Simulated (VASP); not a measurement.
Write the native input for VASP 6.6.1 that does the following.

- Task: single point
- Functional: PBE
- Potentials or basis: VASP PAW PBE potentials, release 64 (Hf_pv, O)
- Cutoff: 520 eV
- k mesh: 8 × 8 × 8
- Occupations: gaussian, width 0.02 eV
- Spin: no spin polarisation
- Dipole correction: no
- Further INCAR settings: ALGO = Normal; EDIFF = 1e-06; NBANDS = 18

The structure of HfO2 lies in POSCAR:

```
HfO2
1.0
    0.0000000000      2.4967747169      2.4967747169
    2.4967747169      0.0000000000      2.4967747169
    2.4967747169      2.4967747169      0.0000000000
Hf O
1 2
Direct
    0.0000000000      0.0000000000      0.0000000000
    0.2500000000      0.2500000000      0.2500000000
    0.7500000000      0.7500000000      0.7500000000
```

This cell differs from its parent crystal: volume scaled by 0.94.

These files were run (other wordings do the same):

INCAR

```
SYSTEM = HfO2
PREC = Accurate
ENCUT = 520
EDIFF = 1E-6
ISMEAR = 0
SIGMA = 0.02
LREAL = .FALSE.
LASPH = .TRUE.
NELM = 80
ALGO = Normal
ISIF = 2
LWAVE = .FALSE.
LCHARG = .FALSE.
GGA = PE
NBANDS = 18
```

KPOINTS

```
Automatic mesh
0
G
  8 8 8
  0 0 0
```

Potentials or basis: VASP PAW PBE potentials, release 64 (Hf_pv, O).

Run with:

```bash
$ cat potpaw_PBE.64/Hf_pv/POTCAR potpaw_PBE.64/O/POTCAR > POTCAR
$ mpirun -np 1 vasp_std > vasp.out
```

Results of the run:

```json
{"Pressure": "13.1 GPa", "Band gap on the k mesh": "3.92 eV, direct"}
```

Caveat: spin-orbit coupling is left out, which moves the levels of the heavy elements.

It took 17 s on 1 thread of Intel Xeon 6975P-C, on a shared host, peak memory 0.16 GiB.
